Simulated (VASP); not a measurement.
Here is a VASP 6.6.1 calculation.

The input POSCAR:

```
CeO2
1.0
    0.0000000000      2.6671097099      2.6671097099
    2.6671097099      0.0000000000      2.6671097099
    2.6671097099      2.6671097099      0.0000000000
Ce O
1 2
Direct
    0.0000000000      0.0000000000      0.0000000000
    0.7500000000      0.7500000000      0.7500000000
    0.2500000000      0.2500000000      0.2500000000
```

INCAR.step1

```
ALGO = Normal
EDIFF = 1E-4
ENCUT = 520
GGA = PE
ISMEAR = -1
ISPIN = 2
LASPH = True
LCHARG = False
LMAXMIX = 6
LREAL = False
LWAVE = True
MAGMOM = 1 0 0
NBANDS = 23
NELM = 150
PREC = Accurate
SIGMA = 0.05
```

Contents of INCAR.step2:

```
ALGO = Normal
EDIFF = 1E-6
ENCUT = 520
ISIF = 2
ISMEAR = -1
ISPIN = 2
ISTART = 1
LASPH = True
LCHARG = True
LELF = True
LMAXMIX = 6
LMIXTAU = True
LORBIT = 11
LREAL = False
LVHAR = True
LWAVE = False
MAGMOM = 1 0 0
METAGGA = R2SCAN
NBANDS = 23
NELM = 150
PREC = Accurate
SIGMA = 0.05
```

File KPOINTS:

```
k-points
0
Gamma
  9 9 9
```

Potentials or basis: VASP PAW PBE potentials, release 64 (Ce, O).

Run with:

```sh
$ cat potpaw_PBE.64/Ce/POTCAR potpaw_PBE.64/O/POTCAR > POTCAR
$ cp INCAR.step1 INCAR
$ mpirun -np 1 vasp_std > vasp.out
$ cp INCAR.step2 INCAR
$ mpirun -np 1 vasp_std > vasp.out
```

(1) Estimate the band gap on the k mesh.

(2) Predict the pressure.

## Answers

(1) 2.42 eV (least direct gap 2.50 eV).

(2) 12.2 GPa.

Caveat: the magnetic or orbital state may not be the lowest; the cell stands under pressure; the moments typed at the start vanished in this run; the PAW data sets were made with another functional, which shifts forces and pressure a little; spin-orbit coupling is left out, which moves the levels of the heavy elements; an odd mesh through Γ misses points on the zone boundary, where band edges can lie.
